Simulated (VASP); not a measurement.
The system is Si2Ni.

```
CELL_PARAMETERS angstrom
0.00000 2.69750 2.69750
2.69750 0.00000 2.69750
2.69750 2.69750 0.00000
ATOMIC_POSITIONS crystal
Si 0.25000 0.25000 0.25000
Si 0.75000 0.75000 0.75000
Ni 0.00000 0.00000 0.00000
```

Program: VASP 6.6.1. Alike in all runs: task single point; cell as given; k mesh 8 × 8 × 8; cutoff (eV) 520; smearing gaussian 0.05 eV.

**Question.** Order these runs on this cell by their pressure, lowest first.
A. level PBE+D3(BJ); potentials or basis VASP PAW PBE potentials, release 64 (Si, Ni); spin collinear
B. level LDA; potentials or basis VASP PAW LDA potentials, release 64 (Si, Ni); spin collinear
C. level revPBE; potentials or basis VASP PAW PBE potentials, release 64 (Si, Ni); spin collinear
D. level PBE; potentials or basis VASP PAW PBE potentials, release 64 (Si, Ni); spin collinear, ferromagnetic start

**Answer.** B (-4.1 GPa), A (-1.7 GPa), D (3.9 GPa), C (5.6 GPa).

Caveats: the cell stands under pressure (at least some runs); the cell stands under tension (at least some runs); the PAW data sets were made with another functional, which shifts forces and pressure a little (at least some runs).
